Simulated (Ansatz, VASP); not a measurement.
## One calculation of HgH3, two programs

INCAR

```
  PREC = Accurate
  ENCUT = 600
  EDIFF = 1E-6
  ISMEAR = 0
  SIGMA = 0.1
  LREAL = False
  LASPH = True
  NELM = 80
  ALGO = Normal
  ISIF = 3
  LWAVE = False
  LCHARG = False
  GGA = PE
  IBRION = 2
  NSW = 90
  EDIFFG = -0.04
```

File KPOINTS:

```
regular mesh
0
Gamma
  8 8 8
```

The input POSCAR:

```
HgH3
1.0
   -1.6943740201      1.6943740201      3.7848354735
    1.6943740201     -1.6943740201      3.7848354735
    1.6943740201      1.6943740201     -3.7848354735
Hg H
1 3
Direct
    0.0000000000      0.0000000000      0.0000000000
    0.5000000000      0.5000000000      0.0000000000
    0.2500000000      0.7500000000      0.5000000000
    0.7500000000      0.2500000000      0.5000000000
```

Input for Ansatz:

```yaml
crystal:
  lattice:
    - [-1.6943740201, 1.6943740201, 3.7848354735]
    - [1.6943740201, -1.6943740201, 3.7848354735]
    - [1.6943740201, 1.6943740201, -3.7848354735]
  atoms:
    - { symbol: Hg, position: [0.0, 0.0, 0.0] }
    - { symbol: H, position: [0.5, 0.5, 0.0] }
    - { symbol: H, position: [0.25, 0.75, 0.5] }
    - { symbol: H, position: [0.75, 0.25, 0.5] }
basis:
  ecutwfc: 420
kpoints:
  mp_grid: { grid: [8, 8, 8] }
hamiltonian:
  xc: pbe
scf:
  occupations: { method: gaussian, width: 0.1 }
  lower_state_search: "off"
output:
  forces: true
  stress: true
  eigenvalues: true
relax:
  adjacent_minimum: "off"
  f_tol: 0.04
  max_steps: 70
  cell: { stress_tol: 0.4 }
```

Alike in both runs: task relaxation of cell and atoms; functional PBE; k mesh 8 × 8 × 8; occupations gaussian, width 0.1 eV; no spin polarisation.

|  | VASP | Ansatz |
| --- | --- | --- |
| version | VASP 6.6.1 | Ansatz 0.2.0 |
| potentials or method | VASP PAW PBE potentials, release 64 (Hg, H), cutoff 600 eV | scalar-relativistic, plane waves, PAW |
| valence electrons in the cell | 15 | 23 |

```tsv
	VASP	Ansatz	Ansatz less VASP
gap on the k mesh at the Fermi level, each at its own relaxed structure (eV)	none	none	-
relaxed volume (Å³/atom)	8.92	8.85	-0.064
relaxed cell length with the largest relative difference (Å)	4.510	4.498	-0.0117
```

A gap of «none» marks a metal or a gap that the smearing closes. VASP's potentials hold 15 valence electrons a cell and Ansatz's 23, so a difference there can come from the potentials and not from the codes.

Spin-orbit coupling is off throughout. Noted on VASP's run: the volume moved by over 15 % at a fixed basis, so the end points are rough.
